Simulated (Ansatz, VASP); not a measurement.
**C: VASP beside Ansatz**

```
C
1.0
     0.00000    1.76774    1.76774
     1.76774    0.00000    1.76774
     1.76774    1.76774    0.00000
C
2
Direct
  0.00000 0.00000 0.00000
  0.25000 0.25000 0.25000
```

Change from the starting cell: volume scaled by 0.97.

Alike in both runs: task single point; functional PBE; k mesh 13 × 13 × 13; occupations fermi-dirac, width 0.05 eV; no spin polarisation.

|  | VASP | Ansatz |
| --- | --- | --- |
| version | VASP 6.6.1 | Ansatz 0.2.0 |
| potentials or method | VASP PAW PBE potentials, release 64 (C), cutoff 520 eV | all-electron LAPW, scalar-relativistic |

|  | VASP | Ansatz | Ansatz less VASP |
| --- | --- | --- | --- |
| gap on the k mesh at the Fermi level (eV) | 4.20 | 4.21 | +0.009 |
| pressure (GPa) | 14.7 | 14.0 | -0.80 |

Ansatz ran all-electron here, and VASP with PAW potentials.
